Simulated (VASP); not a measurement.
# HfC (NiAs type) (P6_3/mmc) in VASP: relaxation of shape and atoms at fixed volume with PBE

Aim: the relaxation of shape and atoms at fixed volume of HfC (NiAs type) with PBE.

All numbers are computed with VASP 6.6.1; they aren't measurements. Logs are shortened: lines on timing, memory, paths and dates and some standing lists are left out, and cuts for length are marked.

### Step 1. The cell of the first run

It takes space group P6_3/mmc (No. 194, hexagonal). The conventional cell has a = 3.200 Å, b = 3.200 Å, c = 5.649 Å, α = 90.00°, β = 90.00°, γ = 120.00°. Hf (site symmetry -3m) has 6 C at 2.33 Å and 2 Hf at 2.82 Å within 3.1 Å. C (site symmetry -6m2) has 6 Hf at 2.33 Å within 3.1 Å.

### Step 2. Relaxation of shape and atoms at fixed volume, PBE

INCAR

```
SYSTEM = HfC
ALGO     = Normal         ! electronic algorithm
EDIFF    = 1E-6           ! SCF threshold, eV
EDIFFG   = -0.005         ! ionic threshold
ENCUT    = 600            ! plane-wave cutoff, eV
GGA      = PE             ! functional
IBRION   = 2              ! ionic algorithm
ISIF     = 4              ! what is computed and relaxed
ISMEAR   = -1             ! smearing method
LASPH    = .True.         ! aspherical terms in the spheres
LCHARG   = .False.        ! write CHGCAR
LREAL    = .False.        ! projectors in reciprocal space
LWAVE    = .False.        ! write WAVECAR
NELM     = 60             ! most SCF steps
NSW      = 50             ! ionic steps
PREC     = Accurate       ! precision mode
SIGMA    = 0.05           ! smearing width, eV
```

KPOINTS

```
k-points
0
Gamma
  10 10 6
  0 0 0
```

POSCAR

```
HfC
1.0
    3.1995469088      0.0000000000      0.0000000000
   -1.5997734544      2.7708889036      0.0000000000
    0.0000000000      0.0000000000      5.6488016028
Hf C
2 2
Direct
    0.0000000000      0.0000000000      0.0000000000
    0.0000000000      0.0000000000      0.5000000000
    0.3333333333      0.6666666667      0.2500000000
    0.6666666667      0.3333333333      0.7500000000
```

Potentials or basis: VASP PAW PBE potentials, release 64 (Hf_pv, C).

Launch:

```console
cat potpaw_PBE.64/Hf_pv/POTCAR potpaw_PBE.64/C/POTCAR > POTCAR
mpirun -np 1 vasp_std > vasp.out
```

OUTCAR:

```text
SYSTEM = HfC
   EDIFF = 1E-6
   EDIFFG = -0.005
   ENCUT = 600
   GGA = PE
   IBRION = 2
   ISIF = 4
   ISMEAR = -1
   LASPH = .True.
   LREAL = .False.
   NELM = 60
   NSW = 50
   PREC = Accurate

 ion  position               nearest neighbor table
   1  0.000  0.000  0.000-   3 2.33   4 2.33   3 2.33   4 2.33   4 2.33   3 2.33   2 2.82   2 2.82

   2  0.000  0.000  0.500-   3 2.33   4 2.33   3 2.33   4 2.33   4 2.33   3 2.33   1 2.82   1 2.82

   3  0.333  0.667  0.250-   1 2.33   2 2.33   1 2.33   2 2.33   1 2.33   2 2.33
   4  0.667  0.333  0.750-   1 2.33   2 2.33   1 2.33   2 2.33   1 2.33   2 2.33

  LATTYP: Found a hexagonal cell.
 ALAT       =     3.1995469088
 C/A-ratio  =     1.7655004799

  Lattice vectors:

 A1 = (   3.1995469088,   0.0000000000,   0.0000000000)
 A2 = (  -1.5997734544,   2.7708889036,   0.0000000000)
 A3 = (   0.0000000000,   0.0000000000,   5.6488016028)

Analysis of symmetry for initial positions (statically):
=====================================================================
 Subroutine PRICEL returns:
 Original cell was already a primitive cell.

 Routine SETGRP: Setting up the symmetry group for a
 hexagonal supercell.

 Subroutine GETGRP returns: Found 24 space group operations
 (whereof 12 operations were pure point group operations)
 out of a pool of 24 trial point group operations.

The static configuration has the point symmetry D_3d.
 The point group associated with its full space group is D_6h.

Analysis of symmetry for dynamics (positions and initial velocities):
=====================================================================
 Subroutine PRICEL returns:
 Original cell was already a primitive cell.

 Routine SETGRP: Setting up the symmetry group for a
 hexagonal supercell.

 Subroutine GETGRP returns: Found 24 space group operations
 (whereof 12 operations were pure point group operations)
 out of a pool of 24 trial point group operations.

The dynamic configuration has the point symmetry D_3d.
 The point group associated with its full space group is D_6h.

 Subroutine INISYM returns: Found 24 space group operations
 (whereof 12 operations are pure point group operations),
 and found     1 'primitive' translations

----------------------------------------------------------------------------------------

                                     Primitive cell

  volume of cell :      50.0800

  direct lattice vectors                    reciprocal lattice vectors
     3.199546909  0.000000000  0.000000000     0.312544253  0.180447509  0.000000000
    -1.599773454  2.770888904  0.000000000     0.000000000  0.360895018  0.000000000
     0.000000000  0.000000000  5.648801603     0.000000000  0.000000000  0.177028699

  length of vectors
     3.199546909  3.199546909  5.648801603     0.360895018  0.360895018  0.177028699

  position of ions in fractional coordinates (direct lattice)
     0.000000000  0.000000000  0.000000000
     0.000000000  0.000000000  0.500000000
     0.333333333  0.666666667  0.250000000
     0.666666667  0.333333333  0.750000000

  ion indices of the primitive-cell ions
   primitive index   ion index
                 1           1
                 2           2
                 3           3
                 4           4

----------------------------------------------------------------------------------------

 KPOINTS: k-points

Automatic generation of k-mesh.
 Grid dimensions read from file:
 generate k-points for:   10   10    6

 Generating k-lattice:

  Cartesian coordinates                     Fractional coordinates (reciprocal lattice)
     0.031254425  0.018044751  0.000000000     0.100000000  0.000000000  0.000000000
     0.000000000  0.036089502  0.000000000     0.000000000  0.100000000  0.000000000
     0.000000000  0.000000000  0.029504783     0.000000000  0.000000000  0.166666667

  Length of vectors
     0.036089502  0.036089502  0.029504783

  Shift w.r.t. Gamma in fractional coordinates (k-lattice)
     0.000000000  0.000000000  0.000000000

 Subroutine IBZKPT returns following result:
 ===========================================

 Found     56 irreducible k-points:

 Following reciprocal coordinates:
            Coordinates               Weight
  0.000000  0.000000  0.000000      1.000000
  0.100000  0.000000  0.000000      6.000000
  0.200000  0.000000  0.000000      6.000000
  0.300000  0.000000  0.000000      6.000000
  0.400000  0.000000  0.000000      6.000000
  0.500000  0.000000  0.000000      3.000000
[... 16 lines left out ...]
  0.300000  0.100000  0.166667     24.000000
  0.400000  0.100000  0.166667     24.000000
 [... further k-points ...]
   k-points           NKPTS =     56   k-points in BZ     NKDIM =     56   number of bands    NBANDS=     18
   number of dos      NEDOS =    301   number of ions     NIONS =      4
   total plane-waves  NPLWV =  37632
   dimension x,y,z NGX =    28 NGY =   28 NGZ =   48
   dimension x,y,z NGXF=    56 NGYF=   56 NGZF=   96
   ions per type =               2   2
   NGX,Y,Z   is equivalent  to a cutoff of  14.55, 14.55, 14.13 a.u.
   NGXF,Y,Z  is equivalent  to a cutoff of  29.10, 29.10, 28.25 a.u.
 SYSTEM =  HfC
   PREC   = accura    normal or accurate (medium, high low for compatibility)
   ISTART =      0    job   : 0-new  1-cont  2-samecut
   ICHARG =      2    charge: 1-file 2-atom 10-const
   ISPIN  =      1    spin polarized calculation?
   LNONCOLLINEAR =      F non collinear calculations
   LSORBIT =      F    spin-orbit coupling
   LASPH  =      T    aspherical Exc in radial PAW
   ENCUT  =  600.0 eV  44.10 Ry    6.64 a.u.   6.39  6.39 11.28*2*pi/ulx,y,z
   NELM   =     60;   NELMIN=  2; NELMDL= -5     # of ELM steps
   EDIFF  = 0.1E-05   stopping-criterion for ELM
   LREAL  =      F    real-space projection
   EDIFFG = -.5E-02   stopping-criterion for IOM
   NSW    =     50    number of steps for IOM
   IBRION =      2    ionic relax: 0-MD 1-quasi-New 2-CG
   NFREE  =      1    steps in history (QN), initial steepest desc. (CG)
   ISIF   =      4    stress and relaxation
   ISYM   =      2    0-nonsym 1-usesym 2-fastsym
   POTIM  = 0.5000    time-step for ionic-motion
   TEBEG  =    0.0;   TEEND  =   0.0 temperature during run
   PSTRESS=    0.0 pullay stress
   NELECT =      28.0000    total number of electrons
   NUPDOWN=      -1.0000    fix difference up-down
   EMIN   =  10.00;   EMAX   =-10.00  energy-range for DOS
   EFERMI =   0.00;   METHOD = LEGACY
   ISMEAR =    -1;   SIGMA  =   0.05  broadening in eV -4-tet -1-fermi 0-gaus
   EFERMI_NEDOS =   21; number of points for ismear=-14 and -15
   IALGO  =     38    algorithm
   IMIX   =      4    mixing-type and parameters
     AMIX     =   0.40;   BMIX     =  1.00
     AMIX_MAG =   1.60;   BMIX_MAG =  1.00
  volume/ion in A,a.u.               =      12.52        84.49
  Fermi-wavevector in a.u.,A,eV,Ry     =   1.348672  2.548620 24.747841  1.818915
  Thomas-Fermi vector in A             =   2.476321
   LORBIT       =      0    0 simple, 1 ext, 2 COOP (PROOUT), +10 PAW based schemes
   GGA     = PE    functional components
   LHFCALC =     F    Hartree Fock is set to
   AEXX    =    0.0000 exact exchange contribution
   IVDW    =     0    specifies the selected vdW correction
   LEPSILON=     F    determine dielectric tensor
   LRPA    =     F    only Hartree local field effects (RPA)
 conjugate gradient relaxation of ions
 non-spin polarized calculation
  energy-cutoff  :      600.00
  volume of cell :       50.08
 maximum number of plane-waves:      1696
 NGX is ok and might be reduce to    28
   NGX = 13   NGY = 13   NGZ = 23

--------------------------------------- Ionic step        1  -------------------------------------------

 number of electron      27.9999997 magnetization

 Free energy of the ion-electron system (eV)
  ---------------------------------------------------
  ext. energy  EPLUGINS =         0.00000000
  ---------------------------------------------------
  free energy    TOTEN  =       -39.83211226 eV

  energy without entropy =      -39.82437886  energy(sigma->0) =      -39.82824556

------------------------ aborting loop because EDIFF is reached ----------------------------------------

  FORCE on cell =-STRESS in cart. coord.  units (eV):
  Direction    XX          YY          ZZ          XY          YZ          ZX
  --------------------------------------------------------------------------------------
  -------------------------------------------------------------------------------------
  Total        4.0911613      4.0911613      4.9427058      0.0000000     -0.0000000      0.0000000
  in kB      130.8860221    130.8860221    158.1289647      0.0000000     -0.0000000      0.0000000
  external PRESSURE =     139.9670030 kB  Pullay stress =       0.0000000 kB
[... 61 lines left out ...]
  energy  without entropy=      -39.8245674406  energy(sigma->0) =      -39.82834028

--------------------------------------- Ionic step        3  -------------------------------------------

 number of electron      27.9999996 magnetization

 Free energy of the ion-electron system (eV)
  ---------------------------------------------------
  ext. energy  EPLUGINS =         0.00000000
  ---------------------------------------------------
  free energy    TOTEN  =       -39.83356834 eV

  energy without entropy =      -39.82595165  energy(sigma->0) =      -39.82975999

 E-fermi :   5.8305     XC(G=0): -12.2548

 val. band max:        5.7557796699   @ k =   0.1000   0.0000   0.0000
 cond. band min:       5.8771784709   @ k =   0.2000   0.1000   0.0000
 fundamental gap:      0.1213988010
 Fermi energy:         5.8304872230

 k-point     1 :       0.0000    0.0000    0.0000
  band No.  band energies     occupation
      1     -24.5814      2.00000
      2     -23.6929      2.00000
      3     -23.6929      2.00000
      4     -23.5580      2.00000
      5     -23.5580      2.00000
      6     -23.3034      2.00000
[... 10 lines left out ...]
     17       8.0568      0.00000
     18       8.1581      0.00000
[... 466 lines left out ...]
      2     -24.3244      2.00000
      3     -24.1479      2.00000
      4     -23.8789      2.00000
      5     -23.7412      2.00000
      6     -23.3079      2.00000
[... 10 lines left out ...]
     17      10.8698      0.00000
     18      11.8364      0.00000

 [... further k-points ...]
[... 5 lines left out ...]
  --------------------------------------------------------------------------------------
  -------------------------------------------------------------------------------------
  Total        4.3239796      4.3239796      4.3210372      0.0000000     -0.0000000      0.0000000
  in kB      138.3344347    138.3344347    138.2403009      0.0000000     -0.0000000      0.0000000
  external PRESSURE =     138.3030567 kB  Pullay stress =       0.0000000 kB
[... 19 lines left out ...]
  FREE ENERGIE OF THE ION-ELECTRON SYSTEM (eV)
  ---------------------------------------------------
  free  energy   TOTEN  =       -39.8335683377 eV

  energy  without entropy=      -39.8259516453  energy(sigma->0) =      -39.82975999

 reached required accuracy - stopping structural energy minimisation
```

Wall time 73 s (1 thread of AMD EPYC 9R45 (Zen 5), shared host); peak memory 0.2 GiB.

Results:

* Free energy: -39.8336 eV
* Energy gained by relaxing: 0.4 meV/atom
* Ionic steps: 3
* Pressure after relaxing: 13.8 GPa
* Band gap on the k mesh: zero (band 14 reaches 7.31 eV, above the bottom of band 15 at 5.68 eV)

The path:
```tsv
step	energy change (eV)	largest force (eV/Å)	pressure (GPa)	volume (Å³)
1	0.0000	0.0000	14.00	50.08
2	0.0000	0.0000	13.65	50.08
3	-0.0015	0.0000	13.83	50.08
```

Final structure:
```xyz
4
Lattice="3.1941 0.0000 0.0000 -1.5970 2.7662 0.0000 0.0000 0.0000 5.6682" Properties=species:S:1:pos:R:3 pbc="T T T"
Hf    0.0000    0.0000    0.0000
Hf    0.0000    0.0000    2.8341
C     0.0000    1.8441    1.4170
C     1.5970    0.9221    4.2511
```

Levels at points of the mesh, in eV from the Fermi level:
| k point | band 12 | band 13 | band 14 | band 15 | band 16 | band 17 |
| --- | --- | --- | --- | --- | --- | --- |
| (0.00, 0.00, 0.00) | -1.26 | 0.84 | 1.48 | 1.48 | 2.23 | 2.23 |
| (0.50, 0.00, 0.00) | -1.80 | -1.14 | -0.88 | 0.45 | 2.12 | 5.83 |
| (0.00, 0.00, 0.50) | -1.19 | -1.19 | -1.19 | 3.04 | 3.04 | 3.36 |
| (0.50, 0.00, 0.50) | -1.90 | -1.38 | -1.38 | 1.20 | 1.20 | 6.28 |

Caveat: spin-orbit coupling is left out, which moves the levels of the heavy elements.
